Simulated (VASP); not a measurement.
A run of VASP 6.6.1 is set up as follows.

INCAR

```
PREC = Accurate
ENCUT = 500
EDIFF = 1E-7
ISMEAR = 1
SIGMA = 0.1
LREAL = F
LASPH = T
NELM = 120
ALGO = Normal
ISIF = 3
LWAVE = F
LCHARG = F
GGA = PS
IBRION = 2
NSW = 80
EDIFFG = -0.02
GGA_COMPAT = F
NELMIN = 4
```

The input KPOINTS:

```
regular mesh
0
Gamma
  5 5 5
```

POSCAR

```
Al
1.0
    4.0209467305      0.0000000000      0.0000000000
    0.0000000000      4.0209467305      0.0000000000
    0.0000000000      0.0000000000      4.0209467305
Al
4
Direct
    0.0000000000      0.0000000000      0.0000000000
    0.0000000000      0.5000000000      0.5000000000
    0.5000000000      0.0000000000      0.5000000000
    0.5000000000      0.5000000000      0.0000000000
```

Potentials or basis: VASP PAW PBE potentials, release 64 (Al).

The run is started by

```bash
$ cat potpaw_PBE.64/Al/POTCAR > POTCAR
$ mpirun -np 1 vasp_std > vasp.out
```

Q: What does it give for the relaxed cell?

A: a = 4.012 Å, b = 4.012 Å, c = 4.012 Å, α = 90.00°, β = 90.00°, γ = 90.00°.

Q: Predict the relaxed volume.

A: 16.14 Å³/atom.

Q: Estimate the space group after relaxing (to 0.05 Å).

A: Fm-3m (No. 225).

The path:
```tsv
step	energy change (eV)	largest force (eV/Å)	pressure (GPa)	volume (Å³)
1	0.0000	0.0000	-0.46	65.01
2	-0.0005	0.0000	0.10	64.57
```

Caveat: the PAW data sets were made with another functional, which shifts forces and pressure a little.
